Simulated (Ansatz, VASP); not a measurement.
## Ni: VASP beside Ansatz

The input INCAR:

```
PREC = Accurate ; ENCUT = 520
EDIFF = 1E-6 ; ISMEAR = 0
SIGMA = 0.2 ; LREAL = False
LASPH = True ; NELM = 150
ALGO = Normal ; ISIF = 2
LWAVE = False ; LCHARG = False
ISPIN = 2 ; MAGMOM = 0.672
LORBIT = 11 ; LMAXMIX = 4
GGA = PE ; NBANDS = 15
```

Contents of KPOINTS:

```
Automatic mesh
0
Gamma
  15 15 15
```

The input POSCAR:

```
Ni
1.0
    0.0000000000      1.7596893266      1.7596893266
    1.7596893266      0.0000000000      1.7596893266
    1.7596893266      1.7596893266      0.0000000000
Ni
1
Direct
    0.0000000000      0.0000000000      0.0000000000
```

Input for Ansatz:

```yaml
crystal:
  lattice:
    - [0.0, 1.7596893266, 1.7596893266]
    - [1.7596893266, 0.0, 1.7596893266]
    - [1.7596893266, 1.7596893266, 0.0]
  atoms:
    - { symbol: Ni, position: [0.0, 0.0, 0.0], spin: 0.672 }
hamiltonian:
  xc: pbe
  pseudopotentials:
    kind: paw
    azcp:
      Ni: "pseudopotentials/Ni.paw.azcp"
basis:
  ecutwfc: 420
  fft_grid_basis: typed
kpoints:
  mp_grid: { grid: [15, 15, 15], shift: [0, 0, 0] }
magnetization:
  spin_polarized: true
scf:
  occupations: { method: gaussian, width: 0.2 }
  lower_state_search: "off"
output:
  stress: true
```

Alike in both runs: task single point; functional PBE; k mesh 15 × 15 × 15; occupations gaussian, width 0.2 eV; collinear spin.

|  | VASP | Ansatz |
| --- | --- | --- |
| version | VASP 6.6.1 | Ansatz 0.2.0 |
| potentials or method | VASP PAW PBE potentials, release 64 (Ni), cutoff 520 eV | plane waves (420 eV) with PAW, scalar-relativistic |
| valence electrons in the cell | 10 | 18 |

VASP gave:

```
pressure (GPa)                                                : 0.1
net moment per atom (μB)                                      : 0.64
size of the moment on the site where the two differ most (μB) : 0.65
```

Problem. Which values does Ansatz return?

Solution. Pressure (GPa): 0.1; net moment per atom (μB): 0.65; size of the moment on the site where the two differ most (μB): 0.69.

Site moments also hang on the region over which each program counts them. VASP's potentials hold 10 valence electrons a cell and Ansatz's 18, so a difference there can come from the potentials and not from the codes.
